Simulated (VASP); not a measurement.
# Si (P6_3/mmc) in VASP: notebook

Aim: see how the results for Si move with the level of theory and the settings. Levels: PBEsol-based screened hybrid with 25 % exact exchange, r2SCAN0. Tasks: single point.

Everything below comes from runs of VASP 6.6.1. Logs are shortened: lines on timing, memory, paths and dates and some standing lists are left out, and cuts for length are marked.

## (1) The cell of the first run

The structure is hexagonal, space group P6_3/mmc (No. 194). Conventional cell: a = 3.831 Å, b = 3.831 Å, c = 6.333 Å, α = 90.00°, β = 90.00°, γ = 120.00°. Si (site symmetry 3m) has 4 Si at 2.35 to 2.37 Å within 3.1 Å.

This isn't the form of Si at room conditions, which is diamond.

## (2) Single point, PBEsol-based screened hybrid with 25 % exact exchange

The input, POSCAR:

```
Si
1.0
    3.8313174605      0.0000000000      0.0000000000
   -1.9156587303      3.3180182508      0.0000000000
    0.0000000000      0.0000000000      6.3326220002
Si
4
Direct
    0.6666666667      0.3333333333      0.9369905000
    0.3333333333      0.6666666667      0.4369905000
    0.6666666667      0.3333333333      0.5630095000
    0.3333333333      0.6666666667      0.0630095000
```

The input, INCAR.step1:

```
  PREC = Accurate
  ENCUT = 520
  EDIFF = 1E-5
  ISMEAR = -1
  SIGMA = 0.05
  LREAL = False
  LASPH = True
  NELM = 80
  ALGO = Normal
  ISIF = 2
  LWAVE = True
  LCHARG = False
  GGA = PE
  NBANDS = 16
```

The input, INCAR.step2:

```
  PREC = Accurate
  ENCUT = 520
  EDIFF = 1E-6
  ISMEAR = -1
  SIGMA = 0.05
  LREAL = False
  LASPH = True
  NELM = 80
  ALGO = Normal
  ISIF = 2
  LWAVE = False
  LCHARG = False
  GGA = PS
  LHFCALC = True
  AEXX = 0.25
  HFSCREEN = 0.207
  PRECFOCK = Normal
  ISTART = 1
  NBANDS = 16
```

The input, KPOINTS:

```
Automatic mesh
0
Gamma
  4 4 2
```

Potentials or basis: VASP PAW PBE potentials, release 64 (Si).

Started as:

```sh
$ cat potpaw_PBE.64/Si/POTCAR > POTCAR
$ cp INCAR.step1 INCAR
$ mpirun -np 1 vasp_std > vasp.out
$ cp INCAR.step2 INCAR
$ mpirun -np 1 vasp_std > vasp.out
```

OUTCAR:

```text
PREC = Accurate
   ENCUT = 520
   EDIFF = 1E-6
   ISMEAR = -1
   LREAL = False
   LASPH = True
   NELM = 80
   ISIF = 2
   GGA = PS
   LHFCALC = True
   AEXX = 0.25
   HFSCREEN = 0.207
   PRECFOCK = Normal
   ISTART = 1

 ion  position               nearest neighbor table
   1  0.667  0.333  0.937-   4 2.35   4 2.35   4 2.35   3 2.37
   2  0.333  0.667  0.437-   3 2.35   3 2.35   3 2.35   4 2.37
   3  0.667  0.333  0.563-   2 2.35   2 2.35   2 2.35   1 2.37
   4  0.333  0.667  0.063-   1 2.35   1 2.35   1 2.35   2 2.37

  LATTYP: Found a hexagonal cell.
 ALAT       =     3.8313174605
 C/A-ratio  =     1.6528575524

  Lattice vectors:

 A1 = (   3.8313174605,   0.0000000000,   0.0000000000)
 A2 = (  -1.9156587303,   3.3180182508,   0.0000000000)
 A3 = (   0.0000000000,   0.0000000000,   6.3326220002)

Analysis of symmetry for initial positions (statically):
=====================================================================
 Subroutine PRICEL returns:
 Original cell was already a primitive cell.

 Routine SETGRP: Setting up the symmetry group for a
 hexagonal supercell.

 Subroutine GETGRP returns: Found 24 space group operations
 (whereof 12 operations were pure point group operations)
 out of a pool of 24 trial point group operations.

The static configuration has the point symmetry D_3d.
 The point group associated with its full space group is D_6h.

Analysis of symmetry for dynamics (positions and initial velocities):
=====================================================================
 Subroutine PRICEL returns:
 Original cell was already a primitive cell.

 Routine SETGRP: Setting up the symmetry group for a
 hexagonal supercell.

 Subroutine GETGRP returns: Found 24 space group operations
 (whereof 12 operations were pure point group operations)
 out of a pool of 24 trial point group operations.

The dynamic configuration has the point symmetry D_3d.
 The point group associated with its full space group is D_6h.

 Subroutine INISYM returns: Found 24 space group operations
 (whereof 12 operations are pure point group operations),
 and found     1 'primitive' translations

----------------------------------------------------------------------------------------

                                     Primitive cell

  volume of cell :      80.5027

  direct lattice vectors                    reciprocal lattice vectors
     3.831317461  0.000000000  0.000000000     0.261006823  0.150692360  0.000000000
    -1.915658730  3.318018251  0.000000000     0.000000000  0.301384720  0.000000000
     0.000000000  0.000000000  6.332622000     0.000000000  0.000000000  0.157912473

  length of vectors
     3.831317461  3.831317461  6.332622000     0.301384720  0.301384720  0.157912473

  position of ions in fractional coordinates (direct lattice)
     0.666666667  0.333333333  0.936990500
     0.333333333  0.666666667  0.436990500
     0.666666667  0.333333333  0.563009500
     0.333333333  0.666666667  0.063009500

  ion indices of the primitive-cell ions
   primitive index   ion index
                 1           1
                 2           2
                 3           3
                 4           4

----------------------------------------------------------------------------------------

 KPOINTS: Automatic mesh

Automatic generation of k-mesh.
 Grid dimensions read from file:
 generate k-points for:    4    4    2

 Generating k-lattice:

  Cartesian coordinates                     Fractional coordinates (reciprocal lattice)
     0.065251706  0.037673090  0.000000000     0.250000000  0.000000000  0.000000000
     0.000000000  0.075346180  0.000000000     0.000000000  0.250000000  0.000000000
     0.000000000  0.000000000  0.078956236     0.000000000  0.000000000  0.500000000

  Length of vectors
     0.075346180  0.075346180  0.078956236

  Shift w.r.t. Gamma in fractional coordinates (k-lattice)
     0.000000000  0.000000000  0.000000000

 Subroutine IBZKPT returns following result:
 ===========================================

 Found      8 irreducible k-points:

 Following reciprocal coordinates:
            Coordinates               Weight
  0.000000  0.000000  0.000000      1.000000
  0.250000  0.000000  0.000000      6.000000
  0.500000  0.000000  0.000000      3.000000
  0.250000  0.250000  0.000000      6.000000
  0.000000  0.000000  0.500000      1.000000
  0.250000  0.000000  0.500000      6.000000
  0.500000  0.000000  0.500000      3.000000
  0.250000  0.250000  0.500000      6.000000
   k-points           NKPTS =      8   k-points in BZ     NKDIM =     32   number of bands    NBANDS=     16
   number of dos      NEDOS =    301   number of ions     NIONS =      4
   total plane-waves  NPLWV =  37632
   dimension x,y,z NGX =    28 NGY =   28 NGZ =   48
   dimension x,y,z NGXF=    56 NGYF=   56 NGZF=   96
   ions per type =               4
   NGX,Y,Z   is equivalent  to a cutoff of  12.15, 12.15, 12.60 a.u.
   NGXF,Y,Z  is equivalent  to a cutoff of  24.30, 24.30, 25.20 a.u.
 SYSTEM =  unknown system
   PREC   = accura    normal or accurate (medium, high low for compatibility)
   ISTART =      1    job   : 0-new  1-cont  2-samecut
   ICHARG =      0    charge: 1-file 2-atom 10-const
   ISPIN  =      1    spin polarized calculation?
   LNONCOLLINEAR =      F non collinear calculations
   LSORBIT =      F    spin-orbit coupling
   LASPH  =      T    aspherical Exc in radial PAW
   ENCUT  =  520.0 eV  38.22 Ry    6.18 a.u.   7.12  7.12 11.77*2*pi/ulx,y,z
   NELM   =     80;   NELMIN=  2; NELMDL=  0     # of ELM steps
   EDIFF  = 0.1E-05   stopping-criterion for ELM
   LREAL  =      F    real-space projection
   EDIFFG = 0.1E-04   stopping-criterion for IOM
   NSW    =      0    number of steps for IOM
   IBRION =     -1    ionic relax: 0-MD 1-quasi-New 2-CG
   NFREE  =      0    steps in history (QN), initial steepest desc. (CG)
   ISIF   =      2    stress and relaxation
   ISYM   =      3    0-nonsym 1-usesym 2-fastsym
   POTIM  = 0.5000    time-step for ionic-motion
   TEBEG  =    0.0;   TEEND  =   0.0 temperature during run
   PSTRESS=    0.0 pullay stress
   NELECT =      16.0000    total number of electrons
   NUPDOWN=      -1.0000    fix difference up-down
   EMIN   =  10.00;   EMAX   =-10.00  energy-range for DOS
   EFERMI =   0.00;   METHOD = LEGACY
   ISMEAR =    -1;   SIGMA  =   0.05  broadening in eV -4-tet -1-fermi 0-gaus
   EFERMI_NEDOS =   21; number of points for ismear=-14 and -15
   IALGO  =     38    algorithm
   IMIX   =      1    mixing-type and parameters
     AMIX     =   0.40;   BMIX     =  1.00
     AMIX_MAG =   1.60;   BMIX_MAG =  1.00
  volume/ion in A,a.u.               =      20.13       135.81
  Fermi-wavevector in a.u.,A,eV,Ry     =   0.955384  1.805414 12.418837  0.912759
  Thomas-Fermi vector in A             =   2.084217
   LORBIT       =      0    0 simple, 1 ext, 2 COOP (PROOUT), +10 PAW based schemes
   GGA     = PS    functional components
   LHFCALC =     T    Hartree Fock is set to
   PRECFOCK=normal    Normal, Fast or Accurate (Low or Medium for compatibility)
   ENCUT4O =  -1.0   cutoff for four orbital integrals eV
   NKREDX  =     1    reduce k-point grid by
   NKREDY  =     1    reduce k-point grid by
   NKREDZ  =     1    reduce k-point grid by
   AEXX    =    0.2500 exact exchange contribution
   HFSCREEN=    0.2070 screening length (either q_TF or 0.3 A-1)
   HFSCREENC=   0.2070 screening length for correlation (either q_TF or 0.3 A-1)
   ENCUTFOCK=  -1.0 apply spherical cutoff to Coloumb kernel
   IVDW    =     0    specifies the selected vdW correction
   LEPSILON=     F    determine dielectric tensor
   LRPA    =     F    only Hartree local field effects (RPA)
 non-spin polarized calculation
  energy-cutoff  :      520.00
  volume of cell :       80.50
 maximum number of plane-waves:      2200
  NGX = 24; NGY = 24; NGZ = 36

 number of electron      15.9999999 magnetization

 Free energy of the ion-electron system (eV)
  ---------------------------------------------------
  ext. energy  EPLUGINS =         0.00000000
  ---------------------------------------------------
  free energy    TOTEN  =       -25.73454032 eV

  energy without entropy =      -25.73452577  energy(sigma->0) =      -25.73453304

 E-fermi :   6.1267     XC(G=0):  -7.9027

 val. band max:        5.6722760171   @ k =   0.0000   0.0000   0.0000
 cond. band min:       6.6012865047   @ k =   0.5000   0.0000   0.0000
 fundamental gap:      0.9290104876
 Fermi energy:         6.1266556027

 k-point     1 :       0.0000    0.0000    0.0000
  band No.  band energies     occupation
      1      -7.8799      2.00000
      2      -5.3282      2.00000
      3      -2.3296      2.00000
      4       3.9937      2.00000
      5       3.9937      2.00000
      6       5.3292      2.00000
[... 8 lines left out ...]
     15      10.7119      0.00000
     16      12.4829      0.00000

 k-point     2 :       0.2500    0.0000    0.0000
  band No.  band energies     occupation
      1      -7.0858      2.00000
      2      -4.5098      2.00000
      3      -2.1135      2.00000
      4       0.8315      2.00000
      5       2.2443      2.00000
      6       2.9684      2.00000
[... 8 lines left out ...]
     15      12.6079      0.00000
     16      13.1639      0.00000

 k-point     3 :       0.5000    0.0000    0.0000
  band No.  band energies     occupation
      1      -5.4421      2.00000
      2      -3.6860      2.00000
      3      -2.7664      2.00000
      4      -0.9212      2.00000
      5       0.5505      2.00000
      6       2.3018      2.00000
[... 8 lines left out ...]
     15      13.0108      0.00000
     16      14.6567      0.00000

 k-point     4 :       0.2500    0.2500    0.0000
  band No.  band energies     occupation
      1      -5.6261      2.00000
      2      -3.1463      2.00000
      3      -2.9777      2.00000
      4      -0.1463      2.00000
      5       0.6139      2.00000
      6       0.8428      2.00000
[... 8 lines left out ...]
     15      12.8205      0.00000
     16      13.1438      0.00000

 k-point     5 :       0.0000    0.0000    0.5000
  band No.  band energies     occupation
      1      -7.0034      2.00000
      2      -7.0034      2.00000
      3       1.0532      2.00000
      4       1.0532      2.00000
      5       4.6584      2.00000
      6       4.6584      2.00000
[... 8 lines left out ...]
     15      13.5241      0.00000
     16      13.5241      0.00000

 k-point     6 :       0.2500    0.0000    0.5000
  band No.  band energies     occupation
      1      -6.2164      2.00000
      2      -6.2164      2.00000
      3       0.2752      2.00000
      4       0.2752      2.00000
      5       2.5333      2.00000
      6       2.5333      2.00000
[... 8 lines left out ...]
     15      12.7630      0.00000
     16      12.7630      0.00000

 k-point     7 :       0.5000    0.0000    0.5000
  band No.  band energies     occupation
      1      -4.6649      2.00000
      2      -4.6649      2.00000
      3      -2.3658      2.00000
      4      -2.3658      2.00000
      5       3.0134      2.00000
      6       3.0134      2.00000
[... 8 lines left out ...]
     15      14.6433      0.00000
     16      14.6433      0.00000

 k-point     8 :       0.2500    0.2500    0.5000
  band No.  band energies     occupation
      1      -4.8154      2.00000
      2      -4.8154      2.00000
      3      -1.7237      2.00000
      4      -1.7237      2.00000
      5       1.4243      2.00000
      6       1.4243      2.00000
[... 8 lines left out ...]
     15      11.9207      0.00000
     16      11.9207      0.00000

------------------------ aborting loop because EDIFF is reached ----------------------------------------

  FORCE on cell =-STRESS in cart. coord.  units (eV):
  Direction    XX          YY          ZZ          XY          YZ          ZX
  --------------------------------------------------------------------------------------
  -------------------------------------------------------------------------------------
  Total       -0.3787857     -0.3787857     -0.9562098      0.0000000     -0.0000000      0.0000000
  in kB       -7.5386516     -7.5386516    -19.0306368      0.0000000     -0.0000000      0.0000000
  external PRESSURE =     -11.3693133 kB  Pullay stress =       0.0000000 kB

 VOLUME and BASIS-vectors are now :
 -----------------------------------------------------------------------------
  energy-cutoff  :      520.00
  volume of cell :       80.50
      direct lattice vectors                 reciprocal lattice vectors
     3.831317461  0.000000000  0.000000000     0.261006823  0.150692360  0.000000000
    -1.915658730  3.318018251  0.000000000     0.000000000  0.301384720  0.000000000
     0.000000000  0.000000000  6.332622000     0.000000000  0.000000000  0.157912473

 POSITION                                       TOTAL-FORCE (eV/Angst)
 -----------------------------------------------------------------------------------
      1.91566      1.10601      5.93361         0.000000     -0.000000      0.088004
     -0.00000      2.21201      2.76730         0.000000      0.000000      0.088004
      1.91566      1.10601      3.56533         0.000000     -0.000000     -0.088004
     -0.00000      2.21201      0.39902        -0.000000      0.000000     -0.088004
 -----------------------------------------------------------------------------------
    total drift:                                0.000000      0.000000      0.000000

  FREE ENERGIE OF THE ION-ELECTRON SYSTEM (eV)
  ---------------------------------------------------
  free  energy   TOTEN  =       -25.7345403199 eV

  energy  without entropy=      -25.7345257685  energy(sigma->0) =      -25.73453304
```

It took 8.3 min on 1 thread of Intel Xeon 8259CL, shared host; peak memory 0.29 GiB.

What came out:

| Item | Value |
| --- | --- |
| Free energy | -25.7345 eV |
| Pressure | -1.1 GPa |
| Largest force | 0.088 eV/Å |
| Band gap on the k mesh | 0.93 eV (least direct gap 1.68 eV) |

Forces on the atoms (eV/Å):
```
Si   0.000  0.000  0.088
Si   0.000  0.000  0.088
Si   0.000  0.000 -0.088
Si   0.000  0.000 -0.088
```

Caveat: the k points lie up to 0.50 Å⁻¹ apart; the PAW data sets were made with another functional, which shifts forces and pressure a little.

(Continued in part 2 of 2.)
